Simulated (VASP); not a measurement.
Write the native input for VASP 6.6.1 that does the following.

```
Task                   : single point
Functional             : revPBE
Potentials or basis    : VASP PAW PBE potentials, release 64 (Pd)
Cutoff                 : 520 eV
k mesh                 : 11 × 11 × 11
Occupations            : fermi-dirac, width 0.05 eV
Spin                   : collinear spin
Starting moments       : [0.45, 0.45] μB
Dipole correction      : no
Further INCAR settings : ALGO = Normal; EDIFF = 1e-07; NBANDS = 21
```

The structure of Pd lies in POSCAR:

```
Pd
1.0
    0.0000000000      2.9353786788      2.9353786788
    2.9353786788      0.0000000000      2.9353786788
    2.9353786788      2.9353786788      0.0000000000
Pd
2
Direct
    0.1250000000      0.1250000000      0.1250000000
    0.8750000000      0.8750000000      0.8750000000
```

This isn't the form of Pd at room conditions, which is fcc.

One way to write it, as run:

INCAR

```
SYSTEM = Pd
PREC     = Accurate       ! precision mode
ENCUT    = 520            ! plane-wave cutoff, eV
EDIFF    = 1E-7           ! SCF threshold, eV
ISMEAR   = -1             ! smearing method
SIGMA    = 0.05           ! smearing width, eV
LREAL    = .FALSE.        ! projectors in reciprocal space
LASPH    = .TRUE.         ! aspherical terms in the spheres
NELM     = 150            ! most SCF steps
ALGO     = Normal         ! electronic algorithm
ISIF     = 2              ! what is computed and relaxed
LWAVE    = .FALSE.        ! write WAVECAR
LCHARG   = .FALSE.        ! write CHGCAR
ISPIN    = 2              ! spin polarisation
MAGMOM   = 0.45 0.45      ! initial moments
LORBIT   = 11             ! projections on sites
LMAXMIX  = 4              ! l up to which the mixer works
GGA      = RE             ! functional
NBANDS   = 21             ! bands
```

KPOINTS

```
Automatic mesh
0
G
  11 11 11
  0 0 0
```

Potentials or basis: VASP PAW PBE potentials, release 64 (Pd).

Run with:

```sh
$ cat potpaw_PBE.64/Pd/POTCAR > POTCAR
$ mpirun -np 1 vasp_std > vasp.out
```

It gave:

- Pressure: -0.2 GPa
- Net moment: 0.94 μB per cell
- Site moments: Pd +0.46 μB
- Valence electrons inside the program's atomic spheres: Pd 9.27

Caveat: the PAW data sets were made with another functional, which shifts forces and pressure a little.

It took 2.5 min on 1 thread of Intel Xeon 8259CL (shared host), peak memory 0.25 GiB.
